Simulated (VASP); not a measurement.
# LiCaO3 (P6_3/mmc) in VASP: notebook

Runs on LiCaO3. Level: PBE. Tasks: single point.

Everything below comes from runs of VASP 6.6.1. Logs are shortened: lines on timing, memory, paths and dates and some standing lists are left out, and cuts for length are marked.

## 1. The cell of the first run

Symmetry: P6_3/mmc, No. 194, hexagonal system. Conventional cell: a = 5.884 Å, b = 5.884 Å, c = 4.942 Å, α = 90.00°, β = 90.00°, γ = 120.00°. Within 2.8 Å of Li (site symmetry -3m) lie 6 O at 2.10 Å and 2 Li at 2.47 Å. Ca (site symmetry -6m2) has 12 O at 2.94 to 3.00 Å and 6 Li at 3.61 Å within 3.9 Å. Within 2.8 Å of O (site symmetry mm2) lie 2 Li at 2.10 Å.

## 2. Single point, PBE

File INCAR:

```
ALGO = Normal
EDIFF = 1E-6
ENCUT = 750
GGA = PE
GGA_COMPAT = F
ISIF = 2
ISMEAR = 0
LASPH = T
LCHARG = F
LREAL = F
LWAVE = F
NBANDS = 42
NELM = 120
PREC = Accurate
SIGMA = 0.1
```

File KPOINTS:

```
k-points
0
Gamma
  3 3 4
```

File POSCAR:

```
LiCaO3
1.0
    5.8835700000      0.0000000000      0.0000000000
   -2.9417850000      5.0953210800      0.0000000000
    0.0000000000      0.0000000000      4.9421988000
Li Ca O
2 2 6
Direct
    0.0000000000      0.0000000000      0.0000000000
    0.0000000000      0.0000000000      0.5000000000
    0.3333333300      0.6666666700      0.7500000000
    0.6666666700      0.3333333300      0.2500000000
    0.8333333300      0.6666666700      0.7500000000
    0.3333333300      0.1666666700      0.7500000000
    0.8333333300      0.1666666700      0.7500000000
    0.1666666700      0.3333333300      0.2500000000
    0.6666666700      0.8333333300      0.2500000000
    0.1666666700      0.8333333300      0.2500000000
```

Potentials or basis: VASP PAW PBE potentials, release 64 (Li_sv, Ca_sv, O).

Run with:

```sh
cat potpaw_PBE.64/Li_sv/POTCAR potpaw_PBE.64/Ca_sv/POTCAR potpaw_PBE.64/O/POTCAR > POTCAR
mpirun -np 1 vasp_std > vasp.out
```

OUTCAR:

```text
EDIFF = 1E-6
   ENCUT = 750
   GGA = PE
   ISIF = 2
   ISMEAR = 0
   LASPH = T
   LREAL = F
   NELM = 120
   PREC = Accurate

 ion  position               nearest neighbor table
   1  0.000  0.000  0.000-   5 2.10   8 2.10   6 2.10   9 2.10   7 2.10  10 2.10   2 2.47   2 2.47

   2  0.000  0.000  0.500-   5 2.10   8 2.10   6 2.10   9 2.10   7 2.10  10 2.10   1 2.47   1 2.47

   3  0.333  0.667  0.750-
   4  0.667  0.333  0.250-
   5  0.833  0.667  0.750-   1 2.10   2 2.10
   6  0.333  0.167  0.750-   1 2.10   2 2.10
   7  0.833  0.167  0.750-   1 2.10   2 2.10
   8  0.167  0.333  0.250-   1 2.10   2 2.10
   9  0.667  0.833  0.250-   1 2.10   2 2.10
  10  0.167  0.833  0.250-   1 2.10   2 2.10

  LATTYP: Found a hexagonal cell.
 ALAT       =     5.8835700000
 C/A-ratio  =     0.8400000000

  Lattice vectors:

 A1 = (   5.8835700000,   0.0000000000,   0.0000000000)
 A2 = (  -2.9417850000,   5.0953210800,   0.0000000000)
 A3 = (   0.0000000000,   0.0000000000,   4.9421988000)

Analysis of symmetry for initial positions (statically):
=====================================================================
 Subroutine PRICEL returns:
 Original cell was already a primitive cell.

 Routine SETGRP: Setting up the symmetry group for a
 hexagonal supercell.

 Subroutine GETGRP returns: Found 24 space group operations
 (whereof 12 operations were pure point group operations)
 out of a pool of 24 trial point group operations.

The static configuration has the point symmetry D_3d.
 The point group associated with its full space group is D_6h.

Analysis of symmetry for dynamics (positions and initial velocities):
=====================================================================
 Subroutine PRICEL returns:
 Original cell was already a primitive cell.

 Routine SETGRP: Setting up the symmetry group for a
 hexagonal supercell.

 Subroutine GETGRP returns: Found 24 space group operations
 (whereof 12 operations were pure point group operations)
 out of a pool of 24 trial point group operations.

The dynamic configuration has the point symmetry D_3d.
 The point group associated with its full space group is D_6h.

 Subroutine INISYM returns: Found 24 space group operations
 (whereof 12 operations are pure point group operations),
 and found     1 'primitive' translations

----------------------------------------------------------------------------------------

                                     Primitive cell

  volume of cell :     148.1606

  direct lattice vectors                    reciprocal lattice vectors
     5.883570000  0.000000000  0.000000000     0.169964834  0.098129243  0.000000000
    -2.941785000  5.095321080  0.000000000     0.000000000  0.196258486  0.000000000
     0.000000000  0.000000000  4.942198800     0.000000000  0.000000000  0.202339088

  length of vectors
     5.883570000  5.883569996  4.942198800     0.196258486  0.196258486  0.202339088

  position of ions in fractional coordinates (direct lattice)
     0.000000000  0.000000000  0.000000000
     0.000000000  0.000000000  0.500000000
     0.333333330  0.666666670  0.750000000
     0.666666670  0.333333330  0.250000000
     0.833333330  0.666666670  0.750000000
     0.333333330  0.166666670  0.750000000
     0.833333330  0.166666670  0.750000000
     0.166666670  0.333333330  0.250000000
     0.666666670  0.833333330  0.250000000
     0.166666670  0.833333330  0.250000000

  ion indices of the primitive-cell ions
   primitive index   ion index
                 1           1
                 2           2
                 3           3
                 4           4
                 5           5
                 6           6
                 7           7
                 8           8
                 9           9
                10          10

----------------------------------------------------------------------------------------

 KPOINTS: k-points

Automatic generation of k-mesh.
 Grid dimensions read from file:
 generate k-points for:    3    3    4

 Generating k-lattice:

  Cartesian coordinates                     Fractional coordinates (reciprocal lattice)
     0.056654945  0.032709748  0.000000000     0.333333333  0.000000000  0.000000000
     0.000000000  0.065419495  0.000000000     0.000000000  0.333333333  0.000000000
     0.000000000  0.000000000  0.050584772     0.000000000  0.000000000  0.250000000

  Length of vectors
     0.065419495  0.065419495  0.050584772

  Shift w.r.t. Gamma in fractional coordinates (k-lattice)
     0.000000000  0.000000000  0.000000000

 Subroutine IBZKPT returns following result:
 ===========================================

 Found      9 irreducible k-points:

 Following reciprocal coordinates:
            Coordinates               Weight
  0.000000  0.000000  0.000000      1.000000
  0.333333  0.000000  0.000000      6.000000
  0.333333  0.333333  0.000000      2.000000
  0.000000  0.000000  0.250000      2.000000
  0.333333  0.000000  0.250000     12.000000
  0.333333  0.333333  0.250000      4.000000
  0.000000  0.000000  0.500000      1.000000
  0.333333  0.000000  0.500000      6.000000
  0.333333  0.333333  0.500000      2.000000
   k-points           NKPTS =      9   k-points in BZ     NKDIM =      9   number of bands    NBANDS=     42
   number of dos      NEDOS =    301   number of ions     NIONS =     10
   total plane-waves  NPLWV = 139968
   dimension x,y,z NGX =    54 NGY =   54 NGZ =   48
   dimension x,y,z NGXF=   108 NGYF=  108 NGZF=   96
   ions per type =               2   2   6
   NGX,Y,Z   is equivalent  to a cutoff of  15.26, 15.26, 16.15 a.u.
   NGXF,Y,Z  is equivalent  to a cutoff of  30.52, 30.52, 32.29 a.u.
 SYSTEM =  unknown system
   PREC   = accura    normal or accurate (medium, high low for compatibility)
   ISTART =      0    job   : 0-new  1-cont  2-samecut
   ICHARG =      2    charge: 1-file 2-atom 10-const
   ISPIN  =      1    spin polarized calculation?
   LNONCOLLINEAR =      F non collinear calculations
   LSORBIT =      F    spin-orbit coupling
   LASPH  =      T    aspherical Exc in radial PAW
   ENCUT  =  750.0 eV  55.12 Ry    7.42 a.u.  13.14 13.14 11.04*2*pi/ulx,y,z
   NELM   =    120;   NELMIN=  2; NELMDL= -5     # of ELM steps
   EDIFF  = 0.1E-05   stopping-criterion for ELM
   LREAL  =      F    real-space projection
   EDIFFG = 0.1E-04   stopping-criterion for IOM
   NSW    =      0    number of steps for IOM
   IBRION =     -1    ionic relax: 0-MD 1-quasi-New 2-CG
   NFREE  =      0    steps in history (QN), initial steepest desc. (CG)
   ISIF   =      2    stress and relaxation
   ISYM   =      2    0-nonsym 1-usesym 2-fastsym
   POTIM  = 0.5000    time-step for ionic-motion
   TEBEG  =    0.0;   TEEND  =   0.0 temperature during run
   PSTRESS=    0.0 pullay stress
   NELECT =      62.0000    total number of electrons
   NUPDOWN=      -1.0000    fix difference up-down
   EMIN   =  10.00;   EMAX   =-10.00  energy-range for DOS
   EFERMI =   0.00;   METHOD = LEGACY
   ISMEAR =     0;   SIGMA  =   0.10  broadening in eV -4-tet -1-fermi 0-gaus
   EFERMI_NEDOS =   21; number of points for ismear=-14 and -15
   IALGO  =     38    algorithm
   IMIX   =      4    mixing-type and parameters
     AMIX     =   0.40;   BMIX     =  1.00
     AMIX_MAG =   1.60;   BMIX_MAG =  1.00
  volume/ion in A,a.u.               =      14.82        99.98
  Fermi-wavevector in a.u.,A,eV,Ry     =   1.224507  2.313982 20.400802  1.499417
  Thomas-Fermi vector in A             =   2.359579
   LORBIT       =      0    0 simple, 1 ext, 2 COOP (PROOUT), +10 PAW based schemes
   GGA     = PE    functional components
   LHFCALC =     F    Hartree Fock is set to
   AEXX    =    0.0000 exact exchange contribution
   IVDW    =     0    specifies the selected vdW correction
   LEPSILON=     F    determine dielectric tensor
   LRPA    =     F    only Hartree local field effects (RPA)
 non-spin polarized calculation
 Gauss-broadening in eV      SIGMA  =   0.10
  energy-cutoff  :      750.00
  volume of cell :      148.16
 maximum number of plane-waves:      6934
 NGX is ok and might be reduce to    54
   NGX = 27   NGY = 27   NGZ = 23

 number of electron      62.0000003 magnetization

 Free energy of the ion-electron system (eV)
  ---------------------------------------------------
  ext. energy  EPLUGINS =         0.00000000
  ---------------------------------------------------
  free energy    TOTEN  =       -45.85224332 eV

  energy without entropy =      -45.75192855  energy(sigma->0) =      -45.80208594

 E-fermi :  -0.3738     XC(G=0):  -9.0316

 val. band max:       -0.3849095644   @ k =   0.3333   0.3333   0.2500
 cond. band min:      -0.3696330266   @ k =   0.0000   0.0000   0.5000
 fundamental gap:      0.0152765378
 Fermi energy:        -0.3738306847

 k-point     1 :       0.0000    0.0000    0.0000
  band No.  band energies     occupation
      1     -42.6085      2.00000
      2     -42.5475      2.00000
      3     -39.9976      2.00000
      4     -39.9930      2.00000
      5     -20.9343      2.00000
      6     -20.9343      2.00000
[... 34 lines left out ...]
     41       5.6491      0.00000
     42       5.6491      0.00000

 k-point     2 :       0.3333    0.0000    0.0000
  band No.  band energies     occupation
      1     -42.6085      2.00000
      2     -42.5475      2.00000
      3     -39.9966      2.00000
      4     -39.9939      2.00000
      5     -20.9432      2.00000
      6     -20.9416      2.00000
[... 304 lines left out ...]
     41       6.0727      0.00000
     42       6.1685      0.00000

 k-point     9 :       0.3333    0.3333    0.5000
  band No.  band energies     occupation
      1     -42.5781      2.00000
      2     -42.5781      2.00000
      3     -39.9951      2.00000
      4     -39.9951      2.00000
      5     -20.9525      2.00000
      6     -20.9525      2.00000
[... 34 lines left out ...]
     41       6.0670      0.00000
     42       6.0771      0.00000

------------------------ aborting loop because EDIFF is reached ----------------------------------------

  FORCE on cell =-STRESS in cart. coord.  units (eV):
  Direction    XX          YY          ZZ          XY          YZ          ZX
  --------------------------------------------------------------------------------------
  -------------------------------------------------------------------------------------
  Total      -14.9191398    -14.9191398    -11.1608627      0.0000000     -0.0000000      0.0000000
  in kB     -161.3324296   -161.3324293   -120.6912143      0.0000000     -0.0000000      0.0000000
  external PRESSURE =    -147.7853577 kB  Pullay stress =       0.0000000 kB

 VOLUME and BASIS-vectors are now :
 -----------------------------------------------------------------------------
  energy-cutoff  :      750.00
  volume of cell :      148.16
      direct lattice vectors                 reciprocal lattice vectors
     5.883570000  0.000000000  0.000000000     0.169964834  0.098129243  0.000000000
    -2.941785000  5.095321080  0.000000000     0.000000000  0.196258486  0.000000000
     0.000000000  0.000000000  4.942198800     0.000000000  0.000000000  0.202339088

 POSITION                                       TOTAL-FORCE (eV/Angst)
 -----------------------------------------------------------------------------------
      0.00000      0.00000      0.00000        -0.000000      0.000000      0.000000
      0.00000      0.00000      2.47110        -0.000000      0.000000      0.000000
     -0.00000      3.39688      3.70665        -0.000000      0.000000      0.000000
      2.94179      1.69844      1.23555        -0.000000      0.000000     -0.000000
      2.94178      3.39688      3.70665        -0.000000     -0.272555     -0.000000
      1.47089      0.84922      3.70665         0.236039      0.136277      0.000000
      4.41268      0.84922      3.70665        -0.236039      0.136277      0.000000
      0.00000      1.69844      1.23555        -0.000000      0.272555      0.000000
      1.47089      4.24610      1.23555        -0.236039     -0.136277      0.000000
     -1.47089      4.24610      1.23555         0.236039     -0.136277     -0.000000
 -----------------------------------------------------------------------------------
    total drift:                                0.000000      0.000000      0.000000

  FREE ENERGIE OF THE ION-ELECTRON SYSTEM (eV)
  ---------------------------------------------------
  free  energy   TOTEN  =       -45.8522433230 eV

  energy  without entropy=      -45.7519285518  energy(sigma->0) =      -45.80208594
```

Wall time 3 min (1 thread of Intel Xeon 8259CL, shared host); peak memory 0.41 GiB.

What came out:

```
Free energy            : -45.8522 eV
Pressure               : -14.8 GPa
Largest force          : 0.273 eV/Å
Band gap on the k mesh : zero (bands 31 and 32 overlap by 0.34 eV)
```

Forces on the atoms (eV/Å):
```
Li   0.000  0.000  0.000
Li   0.000  0.000  0.000
Ca   0.000  0.000  0.000
Ca   0.000  0.000  0.000
O    0.000 -0.273  0.000
O    0.236  0.136  0.000
O   -0.236  0.136  0.000
O    0.000  0.273  0.000
O   -0.236 -0.136  0.000
O    0.236 -0.136  0.000
```

Stress tensor (GPa, compression positive):
```
-16.13   0.00   0.00
  0.00 -16.13   0.00
  0.00   0.00 -12.07
```

Caveat: the k points lie up to 0.41 Å⁻¹ apart.

[end of part 1 of 3]
